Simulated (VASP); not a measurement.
Write the native input for VASP 6.6.1 that does the following.

```yaml
Task: single point
Functional: PBE
Potentials_or_basis: VASP PAW PBE potentials, release 64 (Sb, Al, Bi_d)
Cutoff: 500 eV
k_mesh: 6 × 6 × 6
Occupations: fermi-dirac, width 0.02 eV
Spin: no spin polarisation
Dipole_correction: no
Further_INCAR_settings: ALGO = Normal; EDIFF = 1e-06; NBANDS = 41
```

The structure of Al4Bi3Sb lies in POSCAR:

```
Al4Bi3Sb
1.0
   -3.1585898890      3.1585898890      6.3173748348
    3.1585898890     -3.1585898890      6.3173748348
    3.1585898890      3.1585898890     -6.3173748348
Sb Al Bi
1 4 3
Direct
    0.0000000000      0.0000000000      0.0000000000
    0.6313325722      0.6313325722      0.5093305931
    0.8779980209      0.3686674278      0.0000000000
    0.1220019791      0.1220019791      0.4906694069
    0.3686674278      0.8779980209      0.0000000000
    0.2500000000      0.7500000000      0.5000000000
    0.5000000000      0.5000000000      0.0000000000
    0.7500000000      0.2500000000      0.5000000000
```

One way to write it, as run:

INCAR

```
SYSTEM = Al4Bi3Sb
PREC = Accurate
ENCUT = 500
EDIFF = 1E-6
ISMEAR = -1
SIGMA = 0.02
LREAL = .FALSE.
LASPH = .TRUE.
NELM = 120
ALGO = Normal
ISIF = 2
LWAVE = .FALSE.
LCHARG = .FALSE.
GGA = PE
NBANDS = 41
GGA_COMPAT = .FALSE.
```

KPOINTS

```
regular mesh
0
G
  6 6 6
  0 0 0
```

Potentials or basis: VASP PAW PBE potentials, release 64 (Sb, Al, Bi_d).

The run is started by

```bash
$ cat potpaw_PBE.64/Sb/POTCAR potpaw_PBE.64/Al/POTCAR potpaw_PBE.64/Bi_d/POTCAR > POTCAR
$ mpirun -np 1 vasp_std > vasp.out
```

It gave:

```
Pressure               : 1.3 GPa
Band gap on the k mesh : 0.09 eV
```

Caveat: spin-orbit coupling is left out, which moves the levels of the heavy elements.

Run time: 3.4 min on 1 thread of Intel(R) Xeon(R) 6975P-C (Granite Rapids), with other jobs on the host, peak memory 0.58 GiB.
